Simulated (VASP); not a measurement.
Wanted: the native input for a VASP 6.6.1 run.

```
Task                   : relaxation of cell and atoms
Functional             : PBE
Potentials or basis    : VASP PAW PBE potentials, release 64 (Ir)
Cutoff                 : 600 eV
k mesh                 : 18 × 18 × 18
Occupations            : gaussian, width 0.1 eV
Spin                   : no spin polarisation
Dipole correction      : no
Further INCAR settings : ALGO = Normal; EDIFF = 1e-07; IBRION = 2; EDIFFG = -0.01; NSW = 80; ISIF = 3
```

The structure of Ir lies in POSCAR:

```
Ir
1.0
    0.0000000000      1.9346090606      1.9346090606
    1.9346090606      0.0000000000      1.9346090606
    1.9346090606      1.9346090606      0.0000000000
Ir
1
Direct
    0.0000000000      0.0000000000      0.0000000000
```

One way to write it, as run:

INCAR

```
SYSTEM = Ir
PREC = Accurate ; ENCUT = 600
EDIFF = 1E-7 ; ISMEAR = 0
SIGMA = 0.1 ; LREAL = .False.
LASPH = .True. ; NELM = 80
ALGO = Normal ; ISIF = 3
LWAVE = .False. ; LCHARG = .False.
GGA = PE ; IBRION = 2
NSW = 80 ; EDIFFG = -0.01
```

KPOINTS

```
regular mesh
0
Gamma
  18 18 18
  0 0 0
```

Potentials or basis: VASP PAW PBE potentials, release 64 (Ir).

The run is started by

```bash
$ cat potpaw_PBE.64/Ir/POTCAR > POTCAR
$ mpirun -np 1 vasp_std > vasp.out
```

Results of the run:

- Relaxed volume: 14.52 Å³/atom
- Relaxed cell: a = 2.738 Å, b = 2.738 Å, c = 2.738 Å, α = 60.00°, β = 60.00°, γ = 60.00°
- Space group after relaxing (to 0.05 Å): Fm-3m (No. 225)
- Energy gained by relaxing: 0.1 meV/atom
- Ionic steps: 3
- Pressure after relaxing: 0.0 GPa

Run time: 38 s on 1 thread of Intel(R) Xeon(R) Platinum 8259CL CPU @ 2.50GHz (Skylake/Cascade Lake), on a shared host, peak memory 0.17 GiB.
